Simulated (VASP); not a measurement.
# Ta (Im-3m) in VASP: a series of runs, part 2 of 2

VASP 6.6.1.

### 3 Single point, PBE (16.63 Å³/atom)

This run uses another cell than the first one, of 16.63 Å³/atom.

INCAR reads:

```
PREC = Accurate
ENCUT = 520
EDIFF = 1E-7
ISMEAR = 0
SIGMA = 0.1
LREAL = False
LASPH = True
NELM = 60
ALGO = Normal
ISIF = 2
LWAVE = False
LCHARG = False
GGA = PE
NBANDS = 12
```

KPOINTS reads:

```
regular mesh
0
Gamma
  18 18 18
```

POSCAR reads:

```
Ta
1.0
   -1.6080400504      1.6080400504      1.6080400504
    1.6080400504     -1.6080400504      1.6080400504
    1.6080400504      1.6080400504     -1.6080400504
Ta
1
Direct
    0.0000000000      0.0000000000      0.0000000000
```

Potentials or basis: VASP PAW PBE potentials, release 64 (Ta_pv).

Run with:

```
$ cat potpaw_PBE.64/Ta_pv/POTCAR > POTCAR
$ mpirun -np 1 vasp_std > vasp.out
```

OUTCAR:

```text
PREC = Accurate
   ENCUT = 520
   EDIFF = 1E-7
   ISMEAR = 0
   LREAL = False
   LASPH = True
   NELM = 60
   ISIF = 2
   GGA = PE

 ion  position               nearest neighbor table
   1  0.000  0.000  0.000-

  LATTYP: Found a body centered cubic cell.
 ALAT       =     3.2160801008

  Lattice vectors:

 A1 = (  -1.6080400504,   1.6080400504,   1.6080400504)
 A2 = (   1.6080400504,  -1.6080400504,   1.6080400504)
 A3 = (   1.6080400504,   1.6080400504,  -1.6080400504)

Analysis of symmetry for initial positions (statically):
=====================================================================
 Subroutine PRICEL returns:
 Original cell was already a primitive cell.

 Routine SETGRP: Setting up the symmetry group for a
 body centered cubic supercell.

 Subroutine GETGRP returns: Found 48 space group operations
 (whereof 48 operations were pure point group operations)
 out of a pool of 48 trial point group operations.

The static configuration has the point symmetry O_h .

Analysis of symmetry for dynamics (positions and initial velocities):
=====================================================================
 Subroutine PRICEL returns:
 Original cell was already a primitive cell.

 Routine SETGRP: Setting up the symmetry group for a
 body centered cubic supercell.

 Subroutine GETGRP returns: Found 48 space group operations
 (whereof 48 operations were pure point group operations)
 out of a pool of 48 trial point group operations.

The dynamic configuration has the point symmetry O_h .

 Subroutine INISYM returns: Found 48 space group operations
 (whereof 48 operations are pure point group operations),
 and found     1 'primitive' translations

----------------------------------------------------------------------------------------

                                     Primitive cell

  volume of cell :      16.6322

[... 107 lines left out ...]
  volume/ion in A,a.u.               =      16.63       112.24
  Fermi-wavevector in a.u.,A,eV,Ry     =   1.426337  2.695386 27.680206  2.034438
  Thomas-Fermi vector in A             =   2.546625
   LORBIT       =      0    0 simple, 1 ext, 2 COOP (PROOUT), +10 PAW based schemes
   GGA     = PE    functional components
   LHFCALC =     F    Hartree Fock is set to
   AEXX    =    0.0000 exact exchange contribution
   IVDW    =     0    specifies the selected vdW correction
   LEPSILON=     F    determine dielectric tensor
   LRPA    =     F    only Hartree local field effects (RPA)
 non-spin polarized calculation
 Gauss-broadening in eV      SIGMA  =   0.10
  energy-cutoff  :      520.00
  volume of cell :       16.63
 maximum number of plane-waves:       468
 NGX is ok and might be reduce to    24
   NGX = 11   NGY = 11   NGZ = 11

 number of electron      10.9999999 magnetization

 Free energy of the ion-electron system (eV)
  ---------------------------------------------------
  ext. energy  EPLUGINS =         0.00000000
  ---------------------------------------------------
  free energy    TOTEN  =       -11.70974257 eV

  energy without entropy =      -11.70432988  energy(sigma->0) =      -11.70703622

 E-fermi :   6.1479     XC(G=0): -13.0309

 val. band max:        6.1424383689   @ k =  -0.2778   0.3889   0.1111
 cond. band min:       6.1526314481   @ k =  -0.3333   0.3333   0.1667
 fundamental gap:      0.0101930793
 Fermi energy:         6.1479422106

 k-point     1 :       0.0000    0.0000    0.0000
  band No.  band energies     occupation
      1     -26.5968      2.00000
      2     -26.5968      2.00000
      3     -26.5968      2.00000
      4      -2.0626      2.00000
      5       6.8794      0.00000
      6       6.8794      0.00000
      7       6.8794      0.00000
      8      10.4426      0.00000
      9      10.4426      0.00000
     10      21.5403      0.00000
     11      21.5403      0.00000
     12      21.5403      0.00000
[... 331 lines left out ...]
 k-point    24 :       0.3889    0.1111    0.0000
  band No.  band energies     occupation
      1     -28.0220      2.00000
      2     -27.1241      2.00000
      3     -26.6766      2.00000
      4       1.8554      2.00000
      5       4.5051      2.00000
      6       7.0592      0.00000
      7      10.2218      0.00000
      8      11.6776      0.00000
      9      14.8507      0.00000
     10      18.8249      0.00000
     11      19.7655      0.00000
     12      21.1392      0.00000

 [... further k-points ...]
[... 5 lines left out ...]
  --------------------------------------------------------------------------------------
  -------------------------------------------------------------------------------------
  Total        2.3113488      2.3113488      2.3113488      0.0000000      0.0000000     -0.0000000
  in kB      222.6514318    222.6514318    222.6514318      0.0000000      0.0000000     -0.0000000
  external PRESSURE =     222.6514318 kB  Pullay stress =       0.0000000 kB

 VOLUME and BASIS-vectors are now :
 -----------------------------------------------------------------------------
  energy-cutoff  :      520.00
  volume of cell :       16.63
      direct lattice vectors                 reciprocal lattice vectors
    -1.608040050  1.608040050  1.608040050     0.000000000  0.310937529  0.310937529
     1.608040050 -1.608040050  1.608040050     0.310937529  0.000000000  0.310937529
     1.608040050  1.608040050 -1.608040050     0.310937529  0.310937529  0.000000000

 POSITION                                       TOTAL-FORCE (eV/Angst)
 -----------------------------------------------------------------------------------
      0.00000      0.00000      0.00000        -0.000000     -0.000000     -0.000000
 -----------------------------------------------------------------------------------
    total drift:                                0.000000      0.000000     -0.000000

  FREE ENERGIE OF THE ION-ELECTRON SYSTEM (eV)
  ---------------------------------------------------
  free  energy   TOTEN  =       -11.7097425667 eV

  energy  without entropy=      -11.7043298817  energy(sigma->0) =      -11.70703622
```

OSZICAR:

```text
N       E                     dE             d eps       ncg     rms          rms(c)
DAV:   1     0.615255140706E+02    0.61526E+02   -0.61608E+03  4712   0.890E+02
DAV:   2    -0.111377942368E+02   -0.72663E+02   -0.70749E+02  5200   0.248E+02
DAV:   3    -0.121104453604E+02   -0.97265E+00   -0.96729E+00  5652   0.273E+01
DAV:   4    -0.121126500505E+02   -0.22047E-02   -0.22045E-02  5080   0.145E+00
DAV:   5    -0.121126560491E+02   -0.59986E-05   -0.59983E-05  5552   0.722E-02    0.156E+01
DAV:   6    -0.118100382301E+02    0.30262E+00   -0.23503E-01  5452   0.527E+00    0.791E+00
DAV:   7    -0.117108784020E+02    0.99160E-01   -0.22301E-01  5424   0.486E+00    0.403E-01
DAV:   8    -0.117097682187E+02    0.11102E-02   -0.50944E-03  4896   0.662E-01    0.883E-02
DAV:   9    -0.117097482272E+02    0.19991E-04   -0.65934E-05  5464   0.943E-02    0.281E-02
DAV:  10    -0.117097429928E+02    0.52345E-05   -0.27399E-06  5028   0.190E-02    0.339E-03
DAV:  11    -0.117097426426E+02    0.35022E-06   -0.57535E-08  3536   0.268E-03    0.562E-04
DAV:  12    -0.117097425667E+02    0.75868E-07   -0.57820E-09  2600   0.901E-04
   1 F= -.11709743E+02 E0= -.11707036E+02  d E =-.541269E-02
```

It took 37 s on 1 thread of Intel Xeon 8259CL, shared host; peak memory 0.17 GiB.

What came out:

| Property | Result |
| --- | --- |
| Free energy | -11.7097 eV |
| Pressure | 22.3 GPa |
| Band gap on the k mesh | zero (an odd number of electrons rules out a gap without spin polarisation) |

Levels at points of the mesh, in eV from the Fermi level:
```tsv
k point	band 2	band 3	band 4	band 5	band 6	band 7	band 8	band 9
(0.00, 0.00, 0.00)	-32.74	-32.74	-8.21	0.73	0.73	0.73	4.29	4.29
(0.50, 0.00, 0.00)	-33.23	-32.76	-4.74	-1.79	2.00	4.24	5.36	8.61
(0.50, 0.50, 0.50)	-33.79	-33.79	-4.30	-4.30	7.51	7.51	7.51	9.43
```

Caveat: the cell stands under pressure; spin-orbit coupling is left out, which moves the levels of the heavy elements.

### 4 Single point, PBE (17.18 Å³/atom)

This run uses another cell than the first one, of 17.18 Å³/atom.

INCAR reads:

```
SYSTEM = Ta
PREC = Accurate
ENCUT = 520
EDIFF = 1E-7
ISMEAR = 0
SIGMA = 0.1
LREAL = .False.
LASPH = .True.
NELM = 80
ALGO = Normal
ISIF = 2
LWAVE = .False.
LCHARG = .True.
GGA = PE
LELF = .True.
LVHAR = .True.
NBANDS = 12
```

KPOINTS reads:

```
Automatic mesh
0
Gamma
  18 18 18
  0 0 0
```

POSCAR reads:

```
Ta
1.0
   -1.6255201160      1.6255201160      1.6255201160
    1.6255201160     -1.6255201160      1.6255201160
    1.6255201160      1.6255201160     -1.6255201160
Ta
1
Direct
    0.0000000000      0.0000000000      0.0000000000
```

Run with:

```
$ cat potpaw_PBE.64/Ta_pv/POTCAR > POTCAR
$ mpirun -np 1 vasp_std > vasp.out
```

Wall time 45 s (1 thread of Intel Xeon 8259CL, shared host); peak memory 0.17 GiB.

Results (log left out):

| Quantity | Value |
| --- | --- |
| Free energy | -11.7710 eV |
| Pressure | 13.7 GPa |
| Band gap on the k mesh | zero (an odd number of electrons rules out a gap without spin polarisation) |

Levels at points of the mesh, in eV from the Fermi level:
```csv
k point,band 2,band 3,band 4,band 5,band 6,band 7,band 8,band 9
"(0.00, 0.00, 0.00)",-32.89,-32.89,-8.10,0.72,0.72,0.72,4.17,4.17
"(0.50, 0.00, 0.00)",-33.33,-32.90,-4.60,-1.69,1.81,4.08,5.17,8.27
"(0.50, 0.50, 0.50)",-33.83,-33.83,-4.10,-4.10,7.22,7.22,7.22,9.09
```

Caveat: the cell stands under pressure; spin-orbit coupling is left out, which moves the levels of the heavy elements.

### 5 Single point, PBE (17.73 Å³/atom)

This run uses another cell than the first one, of 17.73 Å³/atom.

INCAR reads:

```
ALGO = Normal ; EDIFF = 1E-7
ENCUT = 520 ; GGA = PE
ISIF = 2 ; ISMEAR = 0
LASPH = T ; LCHARG = F
LREAL = F ; LWAVE = F
NBANDS = 12 ; NELM = 60
PREC = Accurate ; SIGMA = 0.1
```

KPOINTS reads:

```
k-points
0
Gamma
  18 18 18
```

POSCAR reads:

```
Ta
1.0
   -1.6426321116      1.6426321116      1.6426321116
    1.6426321116     -1.6426321116      1.6426321116
    1.6426321116      1.6426321116     -1.6426321116
Ta
1
Direct
    0.0000000000      0.0000000000      0.0000000000
```

Run with:

```
$ cat potpaw_PBE.64/Ta_pv/POTCAR > POTCAR
$ mpirun -np 1 vasp_std > vasp.out
```

Run time: 49 s. Hardware: 1 thread of Intel Xeon 8259CL, shared host; peak memory 0.17 GiB.

Results (log left out):

```yaml
Free_energy: -11.8053 eV
Pressure: 6.4 GPa
Band_gap_on_the_k_mesh: zero (an odd number of electrons rules out a gap without spin polarisation)
```

Levels at points of the mesh, in eV from the Fermi level:
```
           k point  band 2  band 3  band 4  band 5  band 6  band 7  band 8  band 9
(0.00, 0.00, 0.00)  -33.02  -33.02   -7.99    0.72    0.72    0.72    4.05    4.05
(0.50, 0.00, 0.00)  -33.42  -33.03   -4.46   -1.60    1.65    3.95    4.99    7.94
(0.50, 0.50, 0.50)  -33.88  -33.88   -3.91   -3.91    6.96    6.96    6.96    8.79
```

Caveat: the cell stands under pressure; spin-orbit coupling is left out, which moves the levels of the heavy elements.

### 6 Single point, PBE

This run uses another cell than the first one, of 18.01 Å³/atom.

INCAR reads:

```
SYSTEM = Ta
  PREC = Accurate
  ENCUT = 520
  EDIFF = 1E-6
  ISMEAR = 0
  SIGMA = 0.1
  LREAL = .False.
  LASPH = .True.
  NELM = 60
  ALGO = Normal
  ISIF = 2
  LWAVE = .False.
  LCHARG = .False.
  GGA = PE
  NBANDS = 12
```

KPOINTS reads:

```
regular mesh
0
Gamma
  18 18 18
  0 0 0
```

POSCAR reads:

```
Ta
1.0
   -1.6512800000      1.6512800000      1.6512800000
    1.6512800000     -1.6512800000      1.6512800000
    1.6512800000      1.6512800000     -1.6512800000
Ta
1
Direct
    0.0000000000      0.0000000000      0.0000000000
```

Potentials or basis: VASP PAW PBE potentials, release 64 (Ta_pv).

Run with:

```
$ cat potpaw_PBE.64/Ta_pv/POTCAR > POTCAR
$ mpirun -np 1 vasp_std > vasp.out
```

OUTCAR:

```text
SYSTEM = Ta
   PREC = Accurate
   ENCUT = 520
   EDIFF = 1E-6
   ISMEAR = 0
   LREAL = .False.
   LASPH = .True.
   NELM = 60
   ISIF = 2
   GGA = PE

 ion  position               nearest neighbor table
   1  0.000  0.000  0.000-

  LATTYP: Found a body centered cubic cell.
 ALAT       =     3.3025600000

  Lattice vectors:

 A1 = (  -1.6512800000,   1.6512800000,   1.6512800000)
 A2 = (   1.6512800000,  -1.6512800000,   1.6512800000)
 A3 = (   1.6512800000,   1.6512800000,  -1.6512800000)

Analysis of symmetry for initial positions (statically):
=====================================================================
 Subroutine PRICEL returns:
 Original cell was already a primitive cell.

 Routine SETGRP: Setting up the symmetry group for a
 body centered cubic supercell.

 Subroutine GETGRP returns: Found 48 space group operations
 (whereof 48 operations were pure point group operations)
 out of a pool of 48 trial point group operations.

The static configuration has the point symmetry O_h .

Analysis of symmetry for dynamics (positions and initial velocities):
=====================================================================
 Subroutine PRICEL returns:
 Original cell was already a primitive cell.

 Routine SETGRP: Setting up the symmetry group for a
 body centered cubic supercell.

 Subroutine GETGRP returns: Found 48 space group operations
 (whereof 48 operations were pure point group operations)
 out of a pool of 48 trial point group operations.

The dynamic configuration has the point symmetry O_h .

 Subroutine INISYM returns: Found 48 space group operations
 (whereof 48 operations are pure point group operations),
 and found     1 'primitive' translations

----------------------------------------------------------------------------------------

                                     Primitive cell

  volume of cell :      18.0104
[... 108 lines left out ...]
  volume/ion in A,a.u.               =      18.01       121.54
  Fermi-wavevector in a.u.,A,eV,Ry     =   1.388988  2.624806 26.249534  1.929286
  Thomas-Fermi vector in A             =   2.513061
   LORBIT       =      0    0 simple, 1 ext, 2 COOP (PROOUT), +10 PAW based schemes
   GGA     = PE    functional components
   LHFCALC =     F    Hartree Fock is set to
   AEXX    =    0.0000 exact exchange contribution
   IVDW    =     0    specifies the selected vdW correction
   LEPSILON=     F    determine dielectric tensor
   LRPA    =     F    only Hartree local field effects (RPA)
 non-spin polarized calculation
 Gauss-broadening in eV      SIGMA  =   0.10
  energy-cutoff  :      520.00
  volume of cell :       18.01
 maximum number of plane-waves:       498
 NGX is ok and might be reduce to    24
   NGX = 11   NGY = 11   NGZ = 11

 number of electron      11.0000002 magnetization

 Free energy of the ion-electron system (eV)
  ---------------------------------------------------
  ext. energy  EPLUGINS =         0.00000000
  ---------------------------------------------------
  free energy    TOTEN  =       -11.81363499 eV

  energy without entropy =      -11.80757944  energy(sigma->0) =      -11.81060722

 E-fermi :   5.4986     XC(G=0): -12.6181

 val. band max:        5.4873560608   @ k =   0.3333   0.0000   0.0000
 cond. band min:       5.5085438247   @ k =  -0.2778   0.3889   0.1111
 fundamental gap:      0.0211877639
 Fermi energy:         5.4985754436

 k-point     1 :       0.0000    0.0000    0.0000
  band No.  band energies     occupation
      1     -27.5821      2.00000
      2     -27.5821      2.00000
      3     -27.5821      2.00000
      4      -2.4299      2.00000
      5       6.2230      0.00000
      6       6.2230      0.00000
      7       6.2230      0.00000
      8       9.4963      0.00000
      9       9.4963      0.00000
     10      20.1883      0.00000
     11      20.4976      0.00000
     12      20.4976      0.00000
[... 331 lines left out ...]
 k-point    24 :       0.3889    0.1111    0.0000
  band No.  band energies     occupation
      1     -28.6834      2.00000
      2     -27.9934      2.00000
      3     -27.6410      2.00000
      4       1.5035      2.00000
      5       4.0663      2.00000
      6       6.1437      0.00000
      7       9.2462      0.00000
      8      10.5413      0.00000
      9      13.3856      0.00000
     10      16.9864      0.00000
     11      18.4870      0.00000
     12      20.1961      0.00000

 [... further k-points ...]
[... 5 lines left out ...]
  --------------------------------------------------------------------------------------
  -------------------------------------------------------------------------------------
  Total        0.3427952      0.3427952      0.3427952      0.0000000     -0.0000000     -0.0000000
  in kB       30.4946150     30.4946150     30.4946150      0.0000000     -0.0000000     -0.0000000
  external PRESSURE =      30.4946150 kB  Pullay stress =       0.0000000 kB

 VOLUME and BASIS-vectors are now :
 -----------------------------------------------------------------------------
  energy-cutoff  :      520.00
  volume of cell :       18.01
      direct lattice vectors                 reciprocal lattice vectors
    -1.651280000  1.651280000  1.651280000     0.000000000  0.302795407  0.302795407
     1.651280000 -1.651280000  1.651280000     0.302795407  0.000000000  0.302795407
     1.651280000  1.651280000 -1.651280000     0.302795407  0.302795407  0.000000000

 POSITION                                       TOTAL-FORCE (eV/Angst)
 -----------------------------------------------------------------------------------
      0.00000      0.00000      0.00000         0.000000     -0.000000      0.000000
 -----------------------------------------------------------------------------------
    total drift:                                0.000000      0.000000      0.000000

  FREE ENERGIE OF THE ION-ELECTRON SYSTEM (eV)
  ---------------------------------------------------
  free  energy   TOTEN  =       -11.8136349943 eV

  energy  without entropy=      -11.8075794359  energy(sigma->0) =      -11.81060722
```

OSZICAR:

```text
N       E                     dE             d eps       ncg     rms          rms(c)
DAV:   1     0.608559225291E+02    0.60856E+02   -0.60785E+03  4680   0.867E+02
DAV:   2    -0.112517874144E+02   -0.72108E+02   -0.70362E+02  5236   0.245E+02
DAV:   3    -0.122711432802E+02   -0.10194E+01   -0.10115E+01  5552   0.273E+01
DAV:   4    -0.122739089346E+02   -0.27657E-02   -0.27655E-02  5228   0.159E+00
DAV:   5    -0.122739182250E+02   -0.92904E-05   -0.92911E-05  5596   0.880E-02    0.135E+01
DAV:   6    -0.119201626467E+02    0.35376E+00   -0.28362E-01  5492   0.577E+00    0.658E+00
DAV:   7    -0.118145159347E+02    0.10565E+00   -0.25465E-01  5412   0.508E+00    0.388E-01
DAV:   8    -0.118136727648E+02    0.84317E-03   -0.75240E-03  5108   0.729E-01    0.136E-01
DAV:   9    -0.118136421492E+02    0.30616E-04   -0.13951E-04  5468   0.127E-01    0.266E-02
DAV:  10    -0.118136350070E+02    0.71421E-05   -0.41559E-06  5172   0.220E-02    0.319E-03
DAV:  11    -0.118136349943E+02    0.12776E-07   -0.20332E-07  2920   0.503E-03
   1 F= -.11813635E+02 E0= -.11810607E+02  d E =-.605556E-02
```

Wall time 47 s (1 thread of Intel Xeon 8259CL, shared host); peak memory 0.17 GiB.

What came out:

- Free energy: -11.8136 eV
- Pressure: 3.0 GPa
- Band gap on the k mesh: zero (an odd number of electrons rules out a gap without spin polarisation)

Levels at points of the mesh, in eV from the Fermi level:
```tsv
k point	band 1	band 2	band 3	band 4	band 5	band 6	band 7	band 8	band 9	band 10
(0.00, 0.00, 0.00)	-33.08	-33.08	-33.08	-7.93	0.72	0.72	0.72	4.00	4.00	14.69
(0.50, 0.00, 0.00)	-34.25	-33.46	-33.09	-4.39	-1.55	1.58	3.88	4.91	7.79	11.72
(0.50, 0.50, 0.50)	-33.90	-33.90	-33.90	-3.81	-3.81	6.83	6.83	6.83	8.64	8.64
```

Caveat: the cell stands under pressure; spin-orbit coupling is left out, which moves the levels of the heavy elements.

### 7 Overview

| cell | gap on the mesh (eV) | pressure (GPa) |
| --- | --- | --- |
| a = 2.754 Å, angles 109.5°, 1 atom | none | 32.3 |
| a = 2.785 Å, angles 109.5°, 1 atom | none | 22.3 |
| a = 2.815 Å, angles 109.5°, 1 atom | none | 13.7 |
| a = 2.845 Å, angles 109.5°, 1 atom | none | 6.4 |
| a = 2.860 Å, angles 109.5°, 1 atom | none | 3.0 |

Alike in all rows: task single point; level PBE; potentials or basis VASP PAW PBE potentials, release 64 (Ta_pv); no spin polarisation; k mesh 18 × 18 × 18; cutoff (eV) 520; smearing gaussian 0.1 eV.

Caveats: the cell stands under pressure; spin-orbit coupling is left out, which moves the levels of the heavy elements.

Absolute energies hang on the potentials; compare differences alone.
